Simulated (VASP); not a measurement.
# TiO2 (R-3m) in VASP: single point with PBE+D3(BJ)+U

Aim: the single point of TiO2 with PBE+D3(BJ)+U.

All numbers are computed with VASP 6.6.1; they aren't measurements. Logs are shortened: lines on timing, memory, paths and dates and some standing lists are left out, and cuts for length are marked.

### Step 1. The cell of the first run

It takes space group R-3m (No. 166, trigonal). Conventional cell: a = 3.008 Å, b = 3.008 Å, c = 14.686 Å, α = 90.00°, β = 90.00°, γ = 120.00°. Within 2.6 Å of Ti (site symmetry -3m) lie 6 O at 1.98 Å. O (site symmetry 3m) has 3 Ti at 1.98 Å and 3 O at 2.58 Å within 2.6 Å.

### Step 2. Single point, PBE+D3(BJ)+U

Input file INCAR:

```
  PREC = Accurate
  ENCUT = 1340
  EDIFF = 1E-6
  ISMEAR = 0
  SIGMA = 0.05
  LREAL = False
  LASPH = True
  NELM = 200
  ALGO = Normal
  ISIF = 2
  LWAVE = False
  LCHARG = True
  LMAXMIX = 4
  LDAU = True
  LDAUTYPE = 2
  LDAUL = 2 -1
  LDAUU = 4 0
  LDAUJ = 0 0
  LDAUPRINT = 1
  GGA = PE
  IVDW = 12
  LELF = True
  LVHAR = True
  NBANDS = 19
  GGA_COMPAT = False
```

Input file KPOINTS:

```
Automatic mesh
0
Gamma
  9 9 9
```

Input file POSCAR:

```
TiO2
1.0
    1.5040433916      0.8683598570      4.8951988906
   -1.5040433916      0.8683598570      4.8951988906
    0.0000000000     -1.7367197141      4.8951988906
Ti O
1 2
Direct
    0.0000000000      0.0000000000      0.0000000000
    0.6017580785      0.6017580785      0.6017580785
    0.3982419215      0.3982419215      0.3982419215
```

Potentials or basis: VASP PAW PBE potentials, release 64 (Ti_sv, O_h).

On the command line:

```console
> cat potpaw_PBE.64/Ti_sv/POTCAR potpaw_PBE.64/O_h/POTCAR > POTCAR
> mpirun -np 1 vasp_std > vasp.out
```

OUTCAR:

```text
PREC = Accurate
   ENCUT = 1340
   EDIFF = 1E-6
   ISMEAR = 0
   LREAL = False
   LASPH = True
   NELM = 200
   ISIF = 2
   GGA = PE
   IVDW = 12
 IVDW          = 12

 ion  position               nearest neighbor table
   1  0.000  0.000  0.000-   2 1.98   2 1.98   3 1.98   3 1.98   2 1.98   3 1.98
   2  0.602  0.602  0.602-   1 1.98   1 1.98   1 1.98
   3  0.398  0.398  0.398-   1 1.98   1 1.98   1 1.98

  LATTYP: Found a trigonal (rhomboedric) cell.
 ALAT       =     5.1941474318
 COS(alpha) =     0.8323042014

  Lattice vectors:

 A1 = (   1.5040433916,   0.8683598570,   4.8951988906)
 A2 = (  -1.5040433916,   0.8683598570,   4.8951988906)
 A3 = (   0.0000000000,  -1.7367197141,   4.8951988906)

Analysis of symmetry for initial positions (statically):
=====================================================================
 Subroutine PRICEL returns:
 Original cell was already a primitive cell.

 Routine SETGRP: Setting up the symmetry group for a
 trigonal (rhombohedral) supercell.

 Subroutine GETGRP returns: Found 12 space group operations
 (whereof 12 operations were pure point group operations)
 out of a pool of 12 trial point group operations.

The static configuration has the point symmetry D_3d.

Analysis of symmetry for dynamics (positions and initial velocities):
=====================================================================
 Subroutine PRICEL returns:
 Original cell was already a primitive cell.

 Routine SETGRP: Setting up the symmetry group for a
 trigonal (rhombohedral) supercell.

 Subroutine GETGRP returns: Found 12 space group operations
 (whereof 12 operations were pure point group operations)
 out of a pool of 12 trial point group operations.

The dynamic configuration has the point symmetry D_3d.

 Subroutine INISYM returns: Found 12 space group operations
 (whereof 12 operations are pure point group operations),
 and found     1 'primitive' translations

----------------------------------------------------------------------------------------

                                     Primitive cell

  volume of cell :      38.3603

  direct lattice vectors                    reciprocal lattice vectors
     1.504043392  0.868359857  4.895198891     0.332437217  0.191932717  0.068093931
    -1.504043392  0.868359857  4.895198891    -0.332437217  0.191932717  0.068093931
     0.000000000 -1.736719714  4.895198891     0.000000000 -0.383865434  0.068093931

  length of vectors
     5.194147432  5.194147432  5.194147432     0.389858250  0.389858250  0.389858250

  position of ions in fractional coordinates (direct lattice)
     0.000000000  0.000000000  0.000000000
     0.601758078  0.601758078  0.601758078
     0.398241922  0.398241922  0.398241922

  ion indices of the primitive-cell ions
   primitive index   ion index
                 1           1
                 2           2
                 3           3

----------------------------------------------------------------------------------------

 KPOINTS: Automatic mesh

Automatic generation of k-mesh.
 Grid dimensions read from file:
 generate k-points for:    9    9    9

 Generating k-lattice:

  Cartesian coordinates                     Fractional coordinates (reciprocal lattice)
     0.036937469  0.021325857  0.007565992     0.111111111  0.000000000  0.000000000
    -0.036937469  0.021325857  0.007565992     0.000000000  0.111111111  0.000000000
     0.000000000 -0.042651715  0.007565992     0.000000000  0.000000000  0.111111111

  Length of vectors
     0.043317583  0.043317583  0.043317583

  Shift w.r.t. Gamma in fractional coordinates (k-lattice)
     0.000000000  0.000000000  0.000000000

[... 40 lines left out ...]
 SYSTEM =  unknown system
   PREC   = accura    normal or accurate (medium, high low for compatibility)
   ISTART =      0    job   : 0-new  1-cont  2-samecut
   ICHARG =      2    charge: 1-file 2-atom 10-const
   ISPIN  =      1    spin polarized calculation?
   LNONCOLLINEAR =      F non collinear calculations
   LSORBIT =      F    spin-orbit coupling
   LASPH  =      T    aspherical Exc in radial PAW
   ENCUT  = 1340.0 eV  98.49 Ry    9.92 a.u.  15.50 15.50 15.50*2*pi/ulx,y,z
   NELM   =    200;   NELMIN=  2; NELMDL= -5     # of ELM steps
   EDIFF  = 0.1E-05   stopping-criterion for ELM
   LREAL  =      F    real-space projection
   EDIFFG = 0.1E-04   stopping-criterion for IOM
   NSW    =      0    number of steps for IOM
   IBRION =     -1    ionic relax: 0-MD 1-quasi-New 2-CG
   NFREE  =      0    steps in history (QN), initial steepest desc. (CG)
   ISIF   =      2    stress and relaxation
   ISYM   =      2    0-nonsym 1-usesym 2-fastsym
   POTIM  = 0.5000    time-step for ionic-motion
   TEBEG  =    0.0;   TEEND  =   0.0 temperature during run
   PSTRESS=    0.0 pullay stress
   NELECT =      24.0000    total number of electrons
   NUPDOWN=      -1.0000    fix difference up-down
   EMIN   =  10.00;   EMAX   =-10.00  energy-range for DOS
   EFERMI =   0.00;   METHOD = LEGACY
   ISMEAR =     0;   SIGMA  =   0.05  broadening in eV -4-tet -1-fermi 0-gaus
   EFERMI_NEDOS =   21; number of points for ismear=-14 and -15
   IALGO  =     38    algorithm
   IMIX   =      4    mixing-type and parameters
     AMIX     =   0.40;   BMIX     =  1.00
     AMIX_MAG =   1.60;   BMIX_MAG =  1.00
  volume/ion in A,a.u.               =      12.79        86.29
  Fermi-wavevector in a.u.,A,eV,Ry     =   1.400183  2.645961 26.674376  1.960511
  Thomas-Fermi vector in A             =   2.523168
   LORBIT       =      0    0 simple, 1 ext, 2 COOP (PROOUT), +10 PAW based schemes
 LDA+U is selected, type is set to LDAUTYPE =  2
   angular momentum for each species LDAUL =     2   -1
   U (eV)           for each species LDAUU =   4.0  0.0
   J (eV)           for each species LDAUJ =   0.0  0.0
   GGA     = PE    functional components
   LHFCALC =     F    Hartree Fock is set to
   AEXX    =    0.0000 exact exchange contribution
   IVDW    =    12    specifies the selected vdW correction
   LEPSILON=     F    determine dielectric tensor
   LRPA    =     F    only Hartree local field effects (RPA)
 non-spin polarized calculation
 Gauss-broadening in eV      SIGMA  =   0.05
  energy-cutoff  :     1340.00
  volume of cell :       38.36
 maximum number of plane-waves:      4305
 NGX is ok and might be reduce to    64
   NGX = 31   NGY = 31   NGZ = 31

atom =   1  type =  1  l = 2

 onsite density matrix

spin component  1

  0.1758  0.0000 -0.0000 -0.0873  0.0000
  0.0000  0.1859 -0.0000  0.0000 -0.0873
 -0.0000 -0.0000  0.0915 -0.0000  0.0000
 -0.0873  0.0000 -0.0000  0.1859 -0.0000
  0.0000 -0.0873  0.0000 -0.0000  0.1758

spin component  2

  0.1758  0.0000 -0.0000 -0.0873  0.0000
  0.0000  0.1859 -0.0000  0.0000 -0.0873
 -0.0000 -0.0000  0.0915 -0.0000  0.0000
 -0.0873  0.0000 -0.0000  0.1859 -0.0000
  0.0000 -0.0873  0.0000 -0.0000  0.1758

 occupancies and eigenvectors

  o =  0.0915  v =  0.0000 -0.0000  1.0000  0.0000 -0.0000  0.0000  0.0000  0.0000  0.0000  0.0000      0.0000  0.0000  0.0000  0.0000  0.0000  0.0000  0.0000  0.0000  0.0000  0.0000
  o =  0.0915  v =  0.0000  0.0000  0.0000  0.0000  0.0000  0.0000 -0.0000  1.0000  0.0000 -0.0000      0.0000  0.0000  0.0000  0.0000  0.0000  0.0000  0.0000  0.0000  0.0000  0.0000
  o =  0.0934  v =  0.0000  0.0000  0.0000  0.0000  0.0000 -0.7272  0.0000 -0.0000 -0.6865  0.0000      0.0000  0.0000  0.0000  0.0000  0.0000  0.0000  0.0000  0.0000  0.0000  0.0000
  o =  0.0934  v = -0.7272  0.0000 -0.0000 -0.6865  0.0000  0.0000  0.0000  0.0000  0.0000  0.0000      0.0000  0.0000  0.0000  0.0000  0.0000  0.0000  0.0000  0.0000  0.0000  0.0000
  o =  0.0934  v =  0.0000  0.0000  0.0000  0.0000  0.0000  0.0000 -0.6865 -0.0000  0.0000 -0.7272      0.0000  0.0000  0.0000  0.0000  0.0000  0.0000  0.0000  0.0000  0.0000  0.0000
  o =  0.0934  v =  0.0000 -0.6865 -0.0000  0.0000 -0.7272  0.0000  0.0000  0.0000  0.0000  0.0000      0.0000  0.0000  0.0000  0.0000  0.0000  0.0000  0.0000  0.0000  0.0000  0.0000
  o =  0.2683  v = -0.6865  0.0000  0.0000  0.7272 -0.0000  0.0000  0.0000  0.0000  0.0000  0.0000      0.0000  0.0000  0.0000  0.0000  0.0000  0.0000  0.0000  0.0000  0.0000  0.0000
  o =  0.2683  v =  0.0000  0.0000  0.0000  0.0000  0.0000 -0.6865  0.0000  0.0000  0.7272 -0.0000      0.0000  0.0000  0.0000  0.0000  0.0000  0.0000  0.0000  0.0000  0.0000  0.0000
  o =  0.2683  v =  0.0000 -0.7272  0.0000  0.0000  0.6865  0.0000  0.0000  0.0000  0.0000  0.0000      0.0000  0.0000  0.0000  0.0000  0.0000  0.0000  0.0000  0.0000  0.0000  0.0000
  o =  0.2683  v =  0.0000  0.0000  0.0000  0.0000  0.0000  0.0000 -0.7272  0.0000  0.0000  0.6865      0.0000  0.0000  0.0000  0.0000  0.0000  0.0000  0.0000  0.0000  0.0000  0.0000

 number of electron      24.0000001 magnetization

 Free energy of the ion-electron system (eV)
  ---------------------------------------------------
  ext. energy  EPLUGINS =         0.00000000
  ---------------------------------------------------
  free energy    TOTEN  =       -23.80912561 eV

  energy without entropy =      -23.80912561  energy(sigma->0) =      -23.80912561

 E-fermi :   3.0698     XC(G=0):  -9.9373

 val. band max:        2.7996756299   @ k =  -0.1111   0.1111   0.0000
 cond. band min:       5.8257339602   @ k =   0.0000   0.0000   0.0000
 fundamental gap:      3.0260583303
 Fermi energy:         3.0697607246

 k-point     1 :       0.0000    0.0000    0.0000
  band No.  band energies     occupation
      1     -54.8137      2.00000
      2     -31.0422      2.00000
      3     -30.7599      2.00000
      4     -30.7599      2.00000
      5     -14.9908      2.00000
      6     -13.0758      2.00000
[... 505 lines left out ...]
      6     -13.3347      2.00000
[... 11 lines left out ...]
     18      14.2996      0.00000
     19      15.6452      0.00000

 [... further k-points ...]

------------------------ aborting loop because EDIFF is reached ----------------------------------------

 Edisp (eV)   -0.58055

 E8    (eV) :    -0.2257

  FORCE on cell =-STRESS in cart. coord.  units (eV):
  Direction    XX          YY          ZZ          XY          YZ          ZX
  --------------------------------------------------------------------------------------
  -------------------------------------------------------------------------------------
  Total       0.85316     0.85316     0.69125     0.00000    -0.00000    -0.00000
  in kB      35.63362    35.63362    28.87129     0.00000    -0.00000    -0.00000
  external pressure =       33.38 kB  Pullay stress =        0.00 kB

 VOLUME and BASIS-vectors are now :
 -----------------------------------------------------------------------------
  energy-cutoff  :     1340.00
  volume of cell :       38.36
      direct lattice vectors                 reciprocal lattice vectors
     1.504043392  0.868359857  4.895198891     0.332437217  0.191932717  0.068093931
    -1.504043392  0.868359857  4.895198891    -0.332437217  0.191932717  0.068093931
     0.000000000 -1.736719714  4.895198891     0.000000000 -0.383865434  0.068093931

 POSITION                                       TOTAL-FORCE (eV/Angst)
 -----------------------------------------------------------------------------------
      0.00000      0.00000      0.00000         0.000000      0.000000     -0.000000
      0.00000     -0.00000      8.83718         0.000000      0.000000     -0.394796
      0.00000     -0.00000      5.84842         0.000000     -0.000000      0.394796
 -----------------------------------------------------------------------------------
    total drift:                                0.000000      0.000000      0.000000

  FREE ENERGIE OF THE ION-ELECTRON SYSTEM (eV)
  ---------------------------------------------------
  free  energy   TOTEN  =       -24.3896778320 eV

  energy  without entropy=      -24.3896778320  energy(sigma->0) =      -24.38967783
```

Run time: 12 min. Hardware: 1 thread of Intel Xeon Platinum 8375C at 2.90GHz (Ice Lake), shared host; peak memory 0.67 GiB.

Results:

- Free energy: -24.3897 eV
- Pressure: 3.3 GPa
- Largest force: 0.395 eV/Å
- Band gap on the k mesh: 3.03 eV (least direct gap 3.33 eV)
- Dispersion energy per atom: -0.194 eV

Forces in eV/Å, atoms in the order of the input:
```
Ti   0.000  0.000  0.000
O    0.000  0.000 -0.395
O    0.000  0.000  0.395
```

Levels at points of the mesh, in eV from the valence-band top:
```csv
k point,band 9,band 10,band 11,band 12,band 13,band 14,band 15,band 16
"(0.00, 0.00, 0.00)",-3.84,-0.54,-0.54,-0.36,3.03,3.03,4.56,6.64
```

Eigenvalues of the final occupation matrices:
| site | spin | trace | eigenvalues |
| --- | --- | --- | --- |
| site 1 d | 1 | 0.81 | 0.09 0.09 0.09 0.27 0.27 |
| site 1 d | 2 | 0.81 | 0.09 0.09 0.09 0.27 0.27 |

Caveat: the cell stands under pressure. A k mesh can miss the band edges.
